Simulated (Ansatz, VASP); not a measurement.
One calculation of BaTiO3, two programs

INCAR

```
SYSTEM = BaTiO3
  ALGO = Normal
  EDIFF = 1E-6
  ENCUT = 520
  GGA = PE
  ISIF = 2
  ISMEAR = 0
  LASPH = .TRUE.
  LCHARG = .FALSE.
  LREAL = .FALSE.
  LWAVE = .FALSE.
  NBANDS = 28
  NELM = 100
  PREC = Accurate
  SIGMA = 0.05
```

The input KPOINTS:

```
k-points
0
G
  8 8 8
  0 0 0
```

The input POSCAR:

```
BaTiO3
1.0
    4.3407704104      0.0000000000      0.0000000000
    0.0000000000      4.3407704104      0.0000000000
    0.0000000000      0.0000000000      4.0192813204
Ba Ti O
1 1 3
Direct
    0.0000000000      0.0000000000      0.0000000000
    0.5000000000      0.5000000000      0.5000000000
    0.5000000000      0.5000000000      0.0000000000
    0.5000000000      0.0000000000      0.5000000000
    0.0000000000      0.5000000000      0.5000000000
```

Input for Ansatz:

```yaml
crystal:
  lattice:
    - [4.3407704104, 0.0, 0.0]
    - [0.0, 4.3407704104, 0.0]
    - [0.0, 0.0, 4.0192813204]
  atoms:
    - { symbol: Ba, position: [0.0, 0.0, 0.0] }
    - { symbol: Ti, position: [0.5, 0.5, 0.5] }
    - { symbol: O, position: [0.5, 0.5, 0.0] }
    - { symbol: O, position: [0.5, 0.0, 0.5] }
    - { symbol: O, position: [0.0, 0.5, 0.5] }
basis:
  ecutwfc: 420
kpoints:
  mp_grid: { grid: [8, 8, 8] }
hamiltonian:
  xc: pbe
scf:
  occupations: { method: gaussian, width: 0.05 }
output:
  forces: true
  stress: true
  eigenvalues: true
```

Change from the starting cell: strain +0.080 along x and y, +0.000 along z, atoms carried along.

Alike in both runs: task single point; functional PBE; k mesh 8 × 8 × 8; occupations gaussian, width 0.05 eV; no spin polarisation.

```csv
,VASP,Ansatz
version,VASP 6.6.1,Ansatz 0.2.0
potentials or method,"VASP PAW PBE potentials, release 64 (Ba_sv, Ti_sv, O), cutoff 520 eV","scalar-relativistic, plane waves, PAW"
valence electrons in the cell,40,40
```

|  | VASP | Ansatz | Ansatz less VASP |
| --- | --- | --- | --- |
| gap on the k mesh at the Fermi level (eV) | 1.30 | 1.34 | +0.043 |
| least direct gap on the mesh (eV) | 1.55 | 1.58 | +0.028 |
| pressure (GPa) | -15.8 | -16.8 | -0.94 |
| traceless stress, the component that is largest in VASP (GPa) | 5.01 | 4.79 | -0.222 |

Neither program's run includes spin-orbit coupling.
